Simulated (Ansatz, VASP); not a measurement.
**Ta in VASP and in Ansatz**

```
Ta
1.0
    -2.30680    2.30680    1.25770
     2.30680   -2.30680    1.25770
     2.30680    2.30680   -1.25770
Ta
2
Cartesian
  0.0000 -1.1534 -0.3144
  0.0000 1.1534 0.3144
```

Change from the starting cell: volume scaled by 0.68, LAPW.

Alike in both runs: task single point; functional PBE; k mesh 17 × 17 × 17; occupations fermi-dirac, width 0.1 eV; no spin polarisation.

|  | VASP | Ansatz |
| --- | --- | --- |
| version | VASP 6.6.1 | Ansatz 0.2.0 |
| potentials or method | VASP PAW PBE potentials, release 64 (Ta_pv), cutoff 520 eV | all-electron LAPW, scalar-relativistic |

Ansatz gave:

* pressure (GPa): 126.0
* traceless stress, the component that is largest in VASP (GPa): 0.08

Q: What did VASP give for the same quantities?

A: Pressure (GPa): 129.8; traceless stress, the component that is largest in VASP (GPa): -0.33.

Both programs put the cell under a high pressure, so it lies far from rest at this level. Ansatz ran all-electron here, and VASP with PAW potentials.

Neither program's run includes spin-orbit coupling. Noted on VASP's run: the cell as given lies far from equilibrium.
